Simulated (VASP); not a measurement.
# WS (Pm-3m) in VASP: a series of runs, part 2 of 2

VASP 6.6.1. The steps go on from the part before.

**4. Single point, LDA+U**

File INCAR:

```
SYSTEM = WS
ALGO     = Normal         ! electronic algorithm
EDIFF    = 1E-6           ! SCF threshold, eV
ENCUT    = 520            ! plane-wave cutoff, eV
ISIF     = 2              ! what is computed and relaxed
ISMEAR   = -1             ! smearing method
LASPH    = .True.         ! aspherical terms in the spheres
LCHARG   = .True.         ! write CHGCAR
LDAU     = .True.         ! DFT+U
LDAUJ    = 0 0          
LDAUL    = 2 -1           ! shell
LDAUPRINT= 1            
LDAUTYPE = 2            
LDAUU    = 5 0            ! U, eV
LELF     = .True.         ! ELF
LMAXMIX  = 4              ! l up to which the mixer works
LREAL    = .False.        ! projectors in reciprocal space
LVHAR    = .True.       
LWAVE    = .False.        ! write WAVECAR
NBANDS   = 17             ! bands
NELM     = 150            ! most SCF steps
PREC     = Accurate       ! precision mode
SIGMA    = 0.05           ! smearing width, eV
```

File KPOINTS:

```
k-points
0
Gamma
  9 9 9
  0 0 0
```

File POSCAR:

```
WS
1.0
    3.0078900000      0.0000000000      0.0000000000
    0.0000000000      3.0078900000      0.0000000000
    0.0000000000      0.0000000000      3.0078900000
W S
1 1
Direct
    0.5000000000      0.5000000000      0.5000000000
    0.0000000000      0.0000000000      0.0000000000
```

Potentials or basis: VASP PAW LDA potentials, release 64 (W_sv, S).

On the command line:

```
> cat potpaw_LDA.64/W_sv/POTCAR potpaw_LDA.64/S/POTCAR > POTCAR
> mpirun -np 1 vasp_std > vasp.out
```

OUTCAR:

```text
SYSTEM = WS
   EDIFF = 1E-6
   ENCUT = 520
   ISIF = 2
   ISMEAR = -1
   LASPH = .True.
   LREAL = .False.
   NELM = 150
   PREC = Accurate

 ion  position               nearest neighbor table
   1  0.500  0.500  0.500-   2 2.60   2 2.60   2 2.60   2 2.60   2 2.60   2 2.60   2 2.60   2 2.60

   2  0.000  0.000  0.000-   1 2.60   1 2.60   1 2.60   1 2.60   1 2.60   1 2.60   1 2.60   1 2.60

  LATTYP: Found a simple cubic cell.
 ALAT       =     3.0078900000

  Lattice vectors:

 A1 = (   3.0078900000,   0.0000000000,   0.0000000000)
 A2 = (   0.0000000000,   3.0078900000,   0.0000000000)
 A3 = (   0.0000000000,   0.0000000000,   3.0078900000)

Analysis of symmetry for initial positions (statically):
=====================================================================
 Subroutine PRICEL returns:
 Original cell was already a primitive cell.

 Routine SETGRP: Setting up the symmetry group for a
 simple cubic supercell.

 Subroutine GETGRP returns: Found 48 space group operations
 (whereof 48 operations were pure point group operations)
 out of a pool of 48 trial point group operations.

The static configuration has the point symmetry O_h .

Analysis of symmetry for dynamics (positions and initial velocities):
=====================================================================
 Subroutine PRICEL returns:
 Original cell was already a primitive cell.

 Routine SETGRP: Setting up the symmetry group for a
 simple cubic supercell.

 Subroutine GETGRP returns: Found 48 space group operations
 (whereof 48 operations were pure point group operations)
[... 170 lines left out ...]
  o =  0.3037  v =  0.0000  0.0000  0.0000  0.0000  0.0000  1.0000  0.0000  0.0000  0.0000  0.0000      0.0000  0.0000  0.0000  0.0000  0.0000  0.0000  0.0000  0.0000  0.0000  0.0000
  o =  0.3037  v =  1.0000  0.0000  0.0000  0.0000  0.0000  0.0000  0.0000  0.0000  0.0000  0.0000      0.0000  0.0000  0.0000  0.0000  0.0000  0.0000  0.0000  0.0000  0.0000  0.0000
  o =  0.4022  v =  0.0000  0.0000  0.0000  0.0000  0.0000  0.0000 -0.0000  0.0077 -0.0000  1.0000      0.0000  0.0000  0.0000  0.0000  0.0000  0.0000  0.0000  0.0000  0.0000  0.0000
  o =  0.4022  v =  0.0000 -0.0000  0.0077 -0.0000  1.0000  0.0000  0.0000  0.0000  0.0000  0.0000      0.0000  0.0000  0.0000  0.0000  0.0000  0.0000  0.0000  0.0000  0.0000  0.0000
  o =  0.4022  v =  0.0000 -0.0000 -1.0000  0.0000  0.0077  0.0000  0.0000  0.0000  0.0000  0.0000      0.0000  0.0000  0.0000  0.0000  0.0000  0.0000  0.0000  0.0000  0.0000  0.0000
  o =  0.4022  v =  0.0000  0.0000  0.0000  0.0000  0.0000  0.0000 -0.0000 -1.0000  0.0000  0.0077      0.0000  0.0000  0.0000  0.0000  0.0000  0.0000  0.0000  0.0000  0.0000  0.0000

 number of electron      19.9999996 magnetization

 Free energy of the ion-electron system (eV)
  ---------------------------------------------------
  ext. energy  EPLUGINS =         0.00000000
  ---------------------------------------------------
  free energy    TOTEN  =       -13.15508996 eV

  energy without entropy =      -13.14269071  energy(sigma->0) =      -13.14889033

 E-fermi :  12.9261     XC(G=0): -13.4263

 val. band max:       12.9241473238   @ k =   0.4444   0.2222   0.2222
 cond. band min:      12.9698456751   @ k =   0.3333   0.2222   0.0000
 fundamental gap:      0.0456983513
 Fermi energy:        12.9260702442

 k-point     1 :       0.0000    0.0000    0.0000
  band No.  band energies     occupation
      1     -61.8871      2.00000
      2     -26.1932      2.00000
      3     -26.1932      2.00000
      4     -26.1932      2.00000
      5      -4.8437      2.00000
      6       8.1151      2.00000
[... 457 lines left out ...]
      4     -26.1738      2.00000
      5      -2.1400      2.00000
      6       4.4528      2.00000
[... 9 lines left out ...]
     16      23.5002      0.00000
     17      23.8509      0.00000

 [... further k-points ...]

------------------------ aborting loop because EDIFF is reached ----------------------------------------

  FORCE on cell =-STRESS in cart. coord.  units (eV):
  Direction    XX          YY          ZZ          XY          YZ          ZX
  --------------------------------------------------------------------------------------
  -------------------------------------------------------------------------------------
  Total       -0.5740621     -0.5740621     -0.5740621      0.0000000      0.0000000      0.0000000
  in kB      -33.7974270    -33.7974270    -33.7974270      0.0000000      0.0000000      0.0000000
  external PRESSURE =     -33.7974270 kB  Pullay stress =       0.0000000 kB

 VOLUME and BASIS-vectors are now :
 -----------------------------------------------------------------------------
  energy-cutoff  :      520.00
  volume of cell :       27.21
      direct lattice vectors                 reciprocal lattice vectors
     3.007890000  0.000000000  0.000000000     0.332458966  0.000000000  0.000000000
     0.000000000  3.007890000  0.000000000     0.000000000  0.332458966  0.000000000
     0.000000000  0.000000000  3.007890000     0.000000000  0.000000000  0.332458966

 POSITION                                       TOTAL-FORCE (eV/Angst)
 -----------------------------------------------------------------------------------
      1.50395      1.50395      1.50395         0.000000      0.000000      0.000000
      0.00000      0.00000      0.00000         0.000000      0.000000      0.000000
 -----------------------------------------------------------------------------------
    total drift:                                0.000000     -0.000000     -0.000000

  FREE ENERGIE OF THE ION-ELECTRON SYSTEM (eV)
  ---------------------------------------------------
  free  energy   TOTEN  =       -13.1550899571 eV

  energy  without entropy=      -13.1426907101  energy(sigma->0) =      -13.14889033
```

It took 5.9 s on 1 thread of Intel Xeon 6975P-C, shared host; peak memory 0.14 GiB.

Results:

| Item | Value |
| --- | --- |
| Free energy | -13.1551 eV |
| Pressure | -3.4 GPa |
| Band gap on the k mesh | zero (band 10 reaches 14.90 eV, above the bottom of band 11 at 12.23 eV) |

Levels at points of the mesh, in eV from the Fermi level:
```
           k point  band 7  band 8  band 9  band 10  band 11  band 12  band 13  band 14
(0.00, 0.00, 0.00)   -4.81   -3.07   -3.07    -3.07     1.32     1.32     1.32     1.96
```

Eigenvalues of the final occupation matrices:
```csv
site,spin,trace,eigenvalues
site 1 d,1,1.72,0.30 0.30 0.30 0.40 0.40
site 1 d,2,1.72,0.30 0.30 0.30 0.40 0.40
```

Caveat: spin-orbit coupling is left out, which moves the levels of the heavy elements; U without spin polarisation on a metal has little footing.

**5. Single point, LDA+U**

File INCAR:

```
SYSTEM = WS
ALGO = Normal
EDIFF = 1E-7
ENCUT = 520
ISIF = 2
ISMEAR = -1
LASPH = .TRUE.
LCHARG = .FALSE.
LDAU = .TRUE.
LDAUJ = 0 0
LDAUL = 2 -1
LDAUPRINT = 1
LDAUTYPE = 2
LDAUU = 6 0
LMAXMIX = 4
LREAL = .FALSE.
LWAVE = .FALSE.
NBANDS = 17
NELM = 150
PREC = Accurate
SIGMA = 0.05
```

File KPOINTS:

```
k-points
0
G
  9 9 9
  0 0 0
```

POSCAR is that of step 4.

On the command line:

```
> cat potpaw_LDA.64/W_sv/POTCAR potpaw_LDA.64/S/POTCAR > POTCAR
> mpirun -np 1 vasp_std > vasp.out
```

It took 6.3 s on 1 thread of Intel Xeon 6975P-C, shared host; peak memory 0.13 GiB.

The run converged. Its results:

- Free energy: -12.0432 eV
- Pressure: -1.8 GPa
- Band gap on the k mesh: zero (band 10 reaches 15.06 eV, above the bottom of band 11 at 12.26 eV)

Levels at points of the mesh, in eV from the Fermi level:
```csv
k point,band 6,band 7,band 8,band 9,band 10,band 11,band 12,band 13,band 14,band 15
"(0.00, 0.00, 0.00)",-4.90,-4.90,-3.14,-3.14,-3.14,1.36,1.36,1.36,1.86,9.30
```

Eigenvalues of the final occupation matrices:
```
    site  spin  trace               eigenvalues
site 1 d     1   1.70  0.30 0.30 0.30 0.40 0.40
site 1 d     2   1.70  0.30 0.30 0.30 0.40 0.40
```

Caveat: spin-orbit coupling is left out, which moves the levels of the heavy elements; U without spin polarisation on a metal has little footing.

**6. Single point, LDA+U**

File INCAR:

```
SYSTEM = WS
  PREC = Accurate
  ENCUT = 520
  EDIFF = 1E-6
  ISMEAR = -1
  SIGMA = 0.05
  LREAL = .FALSE.
  LASPH = .TRUE.
  NELM = 150
  ALGO = Normal
  ISIF = 2
  LWAVE = .FALSE.
  LCHARG = .FALSE.
  LMAXMIX = 4
  LDAU = .TRUE.
  LDAUTYPE = 2
  LDAUL = 2 -1
  LDAUU = 8 0
  LDAUJ = 0 0
  LDAUPRINT = 1
  GGA = CA
  NBANDS = 17
```

File KPOINTS:

```
Automatic mesh
0
G
  9 9 9
  0 0 0
```

POSCAR is that of step 5.

Potentials or basis: VASP PAW LDA potentials, release 64 (W_sv, S).

On the command line:

```
> cat potpaw_LDA.64/W_sv/POTCAR potpaw_LDA.64/S/POTCAR > POTCAR
> mpirun -np 1 vasp_std > vasp.out
```

OUTCAR:

```text
SYSTEM = WS
   PREC = Accurate
   ENCUT = 520
   EDIFF = 1E-6
   ISMEAR = -1
   LREAL = .FALSE.
   LASPH = .TRUE.
   NELM = 150
   ISIF = 2
   GGA = CA

 ion  position               nearest neighbor table
   1  0.500  0.500  0.500-   2 2.60   2 2.60   2 2.60   2 2.60   2 2.60   2 2.60   2 2.60   2 2.60

   2  0.000  0.000  0.000-   1 2.60   1 2.60   1 2.60   1 2.60   1 2.60   1 2.60   1 2.60   1 2.60

  LATTYP: Found a simple cubic cell.
 ALAT       =     3.0078900000

  Lattice vectors:

[... 229 lines left out ...]
      6       8.1155      2.00000
[... 457 lines left out ...]
      4     -26.4214      2.00000
      5      -1.9700      2.00000
      6       4.5326      2.00000
[... 9 lines left out ...]
     16      23.6069      0.00000
     17      23.9256      0.00000

 [... further k-points ...]
[... 5 lines left out ...]
  --------------------------------------------------------------------------------------
  -------------------------------------------------------------------------------------
  Total        0.3659326      0.3659326      0.3659326     -0.0000000     -0.0000000     -0.0000000
  in kB       21.5439734     21.5439734     21.5439734     -0.0000000     -0.0000000     -0.0000000
  external PRESSURE =      21.5439734 kB  Pullay stress =       0.0000000 kB

 VOLUME and BASIS-vectors are now :
 -----------------------------------------------------------------------------
  energy-cutoff  :      520.00
  volume of cell :       27.21
      direct lattice vectors                 reciprocal lattice vectors
     3.007890000  0.000000000  0.000000000     0.332458966  0.000000000  0.000000000
     0.000000000  3.007890000  0.000000000     0.000000000  0.332458966  0.000000000
     0.000000000  0.000000000  3.007890000     0.000000000  0.000000000  0.332458966

 POSITION                                       TOTAL-FORCE (eV/Angst)
 -----------------------------------------------------------------------------------
      1.50395      1.50395      1.50395         0.000000      0.000000      0.000000
      0.00000      0.00000      0.00000         0.000000      0.000000      0.000000
 -----------------------------------------------------------------------------------
    total drift:                                0.000000     -0.000000     -0.000000

  FREE ENERGIE OF THE ION-ELECTRON SYSTEM (eV)
  ---------------------------------------------------
  free  energy   TOTEN  =        -9.8453166599 eV

  energy  without entropy=       -9.8326778942  energy(sigma->0) =       -9.83899728
```

It took 8 s on 1 thread of Intel Xeon 6975P-C, shared host; peak memory 0.14 GiB.

What came out:

```
Free energy            : -9.8453 eV
Pressure               : 2.2 GPa
Band gap on the k mesh : zero (band 10 reaches 15.03 eV, above the bottom of band 11 at 12.28 eV)
```

Levels at points of the mesh, in eV from the Fermi level:
```
           k point  band 7  band 8  band 9  band 10  band 11  band 12  band 13  band 14
(0.00, 0.00, 0.00)   -5.16   -3.30   -3.30    -3.30     1.50     1.50     1.50     1.64
```

Eigenvalues of the final occupation matrices:
| site | spin | trace | eigenvalues |
| --- | --- | --- | --- |
| site 1 d | 1 | 1.67 | 0.28 0.28 0.28 0.42 0.42 |
| site 1 d | 2 | 1.67 | 0.28 0.28 0.28 0.42 0.42 |

Caveat: spin-orbit coupling is left out, which moves the levels of the heavy elements; U without spin polarisation on a metal has little footing.

**7. The runs side by side**

```csv
U,gap on the mesh (eV),pressure (GPa)
W d U = 3.0 eV,none,-6.3
W d U = 4.0 eV,none,-4.9
W d U = 5.0 eV,none,-3.4
W d U = 6.0 eV,none,-1.8
W d U = 8.0 eV,none,2.2
```

Alike in all rows: task single point; level LDA+U; potentials or basis VASP PAW LDA potentials, release 64 (W_sv, S); no spin polarisation; cell as given; k mesh 9 × 9 × 9; cutoff (eV) 520; smearing fermi-dirac 0.05 eV.

Every run on the cell as given and a fine mesh finds a metal.

Caveats: spin-orbit coupling is left out, which moves the levels of the heavy elements; U without spin polarisation on a metal has little footing.

Absolute energies hang on the potentials; compare differences alone.
